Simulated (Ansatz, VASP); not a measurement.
**Re: VASP beside Ansatz**

The input INCAR:

```
SYSTEM = Re
  PREC = Accurate
  ENCUT = 520
  EDIFF = 1E-6
  ISMEAR = -1
  SIGMA = 0.05
  LREAL = .FALSE.
  LASPH = .TRUE.
  NELM = 100
  ALGO = Normal
  ISIF = 2
  LWAVE = .FALSE.
  LCHARG = .FALSE.
  GGA = PS
  NBANDS = 14
```

File KPOINTS:

```
regular mesh
0
G
  18 18 10
  0 0 0
```

POSCAR

```
Re
1.0
    2.6029010724      0.0000000000      0.0000000000
   -1.3014505362      2.2541784522      0.0000000000
    0.0000000000      0.0000000000      4.1203800000
Re
2
Direct
    0.3333333333      0.6666666667      0.2500000000
    0.6666666667      0.3333333333      0.7500000000
```

Input for Ansatz:

```yaml
crystal:
  lattice:
    - [2.6029010724, 0.0, 0.0]
    - [-1.3014505362, 2.2541784522, 0.0]
    - [0.0, 0.0, 4.12038]
  atoms:
    - { symbol: Re, position: [0.3333333333, 0.6666666667, 0.25] }
    - { symbol: Re, position: [0.6666666667, 0.3333333333, 0.75] }
kpoints:
  mp_grid: { grid: [18, 18, 10] }
  band_path:
    path:
      - [0.0, 0.0, 0.0]
      - [0.5, 0.0, 0.0]
      - [0.3333333333, 0.3333333333, 0.0]
      - [0.0, 0.0, 0.0]
      - [0.0, 0.0, 0.5]
      - [0.5, 0.0, 0.5]
      - [0.3333333333, 0.3333333333, 0.5]
      - [0.0, 0.0, 0.5]
      - [0.5, 0.0, 0.5]
    npoints: 5
scf:
  occupations: { method: fermi_dirac, width: 0.05 }
hamiltonian:
  xc: pbesol
  pseudopotentials: { kind: all_electron, lapw: { basis_error: 0.00025 } }
output:
  forces: true
  stress: true
  eigenvalues: true
```

Change from the starting cell: zz strain of -1 %.

Alike in both runs: task single point; functional PBEsol; k mesh 18 × 18 × 10; occupations fermi-dirac, width 0.05 eV; no spin polarisation.

```csv
,VASP,Ansatz
version,VASP 6.6.1,Ansatz 0.2.0
potentials or method,"VASP PAW PBE potentials, release 64 (Re), cutoff 520 eV","all-electron LAPW, scalar-relativistic"
```

|  | VASP | Ansatz | Ansatz less VASP |
| --- | --- | --- | --- |
| pressure (GPa) | 112.0 | 108.0 | -4.04 |
| traceless stress, the component that is largest in VASP (GPa) | 11.12 | 11.05 | -0.078 |

VASP's potentials were made for PBE, not for PBEsol. Both programs put the cell under a high pressure, so it lies far from rest at this level. Ansatz ran all-electron here, and VASP with PAW potentials.

Neither program's run includes spin-orbit coupling. Noted on VASP's run: the cell as given lies far from equilibrium.
